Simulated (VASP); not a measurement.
Here is a VASP 6.6.1 calculation.

The input INCAR:

```
PREC     = Accurate       # precision mode
ENCUT    = 520            # plane-wave cutoff, eV
EDIFF    = 1E-6           # SCF threshold, eV
ISMEAR   = 0              # smearing method
SIGMA    = 0.1            # smearing width, eV
LREAL    = F              # projectors in reciprocal space
LASPH    = T              # aspherical terms in the spheres
NELM     = 60             # most SCF steps
ALGO     = Normal         # electronic algorithm
ISIF     = 2              # what is computed and relaxed
LWAVE    = F              # write WAVECAR
LCHARG   = T              # write CHGCAR
LELF     = T              # ELF
LVHAR    = T            
NBANDS   = 22             # bands
```

KPOINTS

```
Automatic mesh
0
Gamma
  15 15 8
```

POSCAR

```
HfC
1.0
    3.1446006675      0.0000000000      0.0000000000
   -1.5723003337      2.7233040628      0.0000000000
    0.0000000000      0.0000000000      5.3623852927
Hf C
2 2
Direct
    0.6666666700      0.3333333300      0.7500000000
    0.3333333300      0.6666666700      0.2500000000
    0.0000000000      0.0000000000      0.0000000000
    0.0000000000      0.0000000000      0.5000000000
```

Potentials or basis: VASP PAW LDA potentials, release 64 (Hf_pv, C).

Command:

```console
$ cat potpaw_LDA.64/Hf_pv/POTCAR potpaw_LDA.64/C/POTCAR > POTCAR
$ mpirun -np 1 vasp_std > vasp.out
```

Problem. Estimate the band gap on the k mesh.

Solution. Zero (band 14 reaches 7.53 eV, above the bottom of band 15 at 6.74 eV).

Problem. Predict the pressure.

Solution. 11.9 GPa.

Stress tensor (GPa, compression positive):
```
18.42  0.00  0.00
 0.00 18.42  0.00
 0.00  0.00 -1.14
```

Caveat: the cell differs from its parent crystal (functional LDA, strained); spin-orbit coupling is left out, which moves the levels of the heavy elements.
